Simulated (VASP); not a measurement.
## SnO2: single point with LDA

Crystal: SnO2.

```
Sn O
1.0
     4.72127    0.00000    0.00000
     0.00000    4.72425    0.00000
     0.00000    0.00000    3.19002
Sn O
2 4
Direct
  0.50000 0.50000 0.50000
  0.00000 0.00000 0.00000
  0.30557 0.30657 0.00000
  0.80557 0.19343 0.45298
  0.19443 0.80657 0.54702
  0.69443 0.69343 0.00000
```

This cell differs from its parent crystal: atoms displaced along a vibrational mode.

| Property | Result |
| --- | --- |
| Program | VASP 6.6.1 |
| Task | single point |
| Functional | LDA |
| Potentials or basis | VASP PAW LDA potentials, release 64 (Sn_d, O) |
| Cutoff | 520 eV |
| k mesh | 6 × 6 × 8 |
| Occupations | gaussian, width 0.05 eV |
| Spin | no spin polarisation |
| Dipole correction | no |
| Further INCAR settings | ALGO = Normal; EDIFF = 1e-07; NBANDS = 35 |

```yaml
Pressure: 3.0 GPa
Largest_force: 2.072 eV/Å
Band_gap_on_the_k_mesh: 1.20 eV
```

Forces in eV/Å, atoms in the order of the input:
```
Sn   0.000  0.000  0.000
Sn   0.000  0.000  0.000
O    0.027  0.026  0.000
O   -0.371  0.371  2.004
O    0.371 -0.371 -2.004
O   -0.027 -0.026  0.000
```

Stress tensor (GPa, compression positive):
```
 2.80 -0.99 -4.17
-0.99  2.78  4.13
-4.17  4.13  3.34
```

Levels at points of the mesh, in eV from the valence-band top:
| k point | band 24 | band 25 | band 26 | band 27 | band 28 | band 29 |
| --- | --- | --- | --- | --- | --- | --- |
| (0.00, 0.00, 0.00) | -0.83 | -0.77 | 0.00 | 1.20 | 5.94 | 6.05 |
| (0.50, 0.00, 0.00) | -1.26 | -0.68 | -0.65 | 4.25 | 4.40 | 6.58 |
| (0.00, 0.50, 0.00) | -1.26 | -0.68 | -0.65 | 4.26 | 4.41 | 6.60 |
| (0.50, 0.50, 0.00) | -1.40 | -0.93 | -0.91 | 4.68 | 4.87 | 7.06 |
| (0.00, 0.00, 0.50) | -1.70 | -1.30 | -1.16 | 6.02 | 6.11 | 9.27 |
| (0.50, 0.00, 0.50) | -1.04 | -0.75 | -0.71 | 5.91 | 6.81 | 7.75 |
| (0.00, 0.50, 0.50) | -1.05 | -0.74 | -0.70 | 5.90 | 6.81 | 7.75 |
| (0.50, 0.50, 0.50) | -1.01 | -0.90 | -0.86 | 4.70 | 4.79 | 8.54 |

It took 5.4 min on 1 thread of Oxide Virtual Turin-like Processor (shared host), peak memory 0.33 GiB.

Caveat: the cell differs from its parent crystal (atoms displaced along a vibrational mode); spin-orbit coupling is left out, which moves the levels of the heavy elements; forces of over 1 eV/Å act on the atoms, so gaps and moduli don't describe the material at rest.
